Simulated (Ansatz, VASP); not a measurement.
# One calculation of Yb, two programs

```
Yb
1.0
     0.00000    2.61128    2.61128
     2.61128    0.00000    2.61128
     2.61128    2.61128    0.00000
Yb
1
Direct
  0.00000 0.00000 0.00000
```

Alike in both runs: task electric field gradients; functional PBE; k mesh 13 × 13 × 13; occupations fermi-dirac, width 0.05 eV; no spin polarisation.

```csv
,VASP,Ansatz
version,VASP 6.6.1,Ansatz 0.2.0
potentials or method,"VASP PAW PBE potentials, release 64 (Yb), cutoff 520 eV","all-electron PAW with datasets made for the crystal, scalar-relativistic"
```

|  | VASP | Ansatz | Ansatz less VASP |
| --- | --- | --- | --- |
| pressure (GPa) | -0.2 | 0.0 | +0.25 |

Ansatz ran all-electron here, and VASP with PAW potentials.

Neither program's run includes spin-orbit coupling.
